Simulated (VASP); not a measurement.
Input of a VASP 6.6.1 run:

File INCAR:

```
SYSTEM = NbRu3C
PREC = Accurate
ENCUT = 520
EDIFF = 1E-6
ISMEAR = -1
SIGMA = 0.05
LREAL = .FALSE.
LASPH = .TRUE.
NELM = 60
ALGO = Normal
ISIF = 2
LWAVE = .FALSE.
LCHARG = .FALSE.
GGA = B5
ALDAX = 1.0
AGGAX = 1.0
AGGAC = 1.0
ALDAC = 0.0
NBANDS = 38
```

Contents of KPOINTS:

```
regular mesh
0
G
  7 7 7
  0 0 0
```

File POSCAR:

```
NbRu3C
1.0
    4.0651380000      0.0000000000      0.0000000000
    0.0000000000      4.0651380000      0.0000000000
    0.0000000000      0.0000000000      4.0651380000
Ru Nb C
3 1 1
Direct
    0.5000000000      0.5000000000      0.0000000000
    0.5000000000      0.0000000000      0.5000000000
    0.0000000000      0.5000000000      0.5000000000
    0.0000000000      0.0000000000      0.0000000000
    0.5000000000      0.5000000000      0.5000000000
```

Potentials or basis: VASP PAW PBE potentials, release 64 (Ru_pv, Nb_sv, C).

The run is started by

```console
$ cat potpaw_PBE.64/Ru_pv/POTCAR potpaw_PBE.64/Nb_sv/POTCAR potpaw_PBE.64/C/POTCAR > POTCAR
$ mpirun -np 1 vasp_std > vasp.out
```

(1) What does it give for the pressure?

(2) What does it give for the band gap on the k mesh?

Results:

(1) 8.7 GPa.

(2) zero (an odd number of electrons rules out a gap without spin polarisation).

Caveat: the cell stands under pressure; the PAW data sets were made with another functional, which shifts forces and pressure a little.
